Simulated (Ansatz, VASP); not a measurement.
## BiB in VASP and in Ansatz

Contents of INCAR:

```
PREC = Accurate
ENCUT = 500
EDIFF = 1E-6
ISMEAR = -1
SIGMA = 0.02
LREAL = False
LASPH = True
NELM = 120
ALGO = Normal
ISIF = 2
LWAVE = False
LCHARG = False
GGA = PS
NBANDS = 16
GGA_COMPAT = False
```

File KPOINTS:

```
regular mesh
0
Gamma
  6 6 6
```

File POSCAR:

```
BiB
1.0
    0.0000000000      2.6268329274      2.6268329274
    2.6268329274      0.0000000000      2.6268329274
    2.6268329274      2.6268329274      0.0000000000
B Bi
1 1
Direct
    0.0000000000      0.0000000000      0.0000000000
    0.5000000000      0.5000000000      0.5000000000
```

Input for Ansatz:

```yaml
crystal:
  lattice:
    - [0.0, 2.6268329274, 2.6268329274]
    - [2.6268329274, 0.0, 2.6268329274]
    - [2.6268329274, 2.6268329274, 0.0]
  atoms:
    - { symbol: B, position: [0.0, 0.0, 0.0] }
    - { symbol: Bi, position: [0.5, 0.5, 0.5] }
kpoints:
  mp_grid: { grid: [6, 6, 6] }
hamiltonian:
  xc: pbesol
scf:
  occupations: { method: fermi_dirac, width: 0.02 }
  n_extra_bands: 4
output:
  forces: true
  stress: true
  eigenvalues: true
```

Alike in both runs: task single point; functional PBEsol; k mesh 6 × 6 × 6; occupations fermi-dirac, width 0.02 eV; no spin polarisation.

|  | VASP | Ansatz |
| --- | --- | --- |
| version | VASP 6.6.1 | Ansatz 0.2.0 |
| potentials or method | VASP PAW PBE potentials, release 64 (B, Bi_d) | plane waves, PAW |
| plane-wave cutoff (eV) | 500 | 420 |
| valence electrons in the cell | 18 | 18 |

|  | VASP | Ansatz | Ansatz less VASP |
| --- | --- | --- | --- |
| pressure (GPa) | -2.1 | -2.1 | +0.02 |

VASP's potentials were made for PBE, not for PBEsol. With one functional, cell and mesh, what is left measures potentials, basis and numerics.

Neither program's run includes spin-orbit coupling.
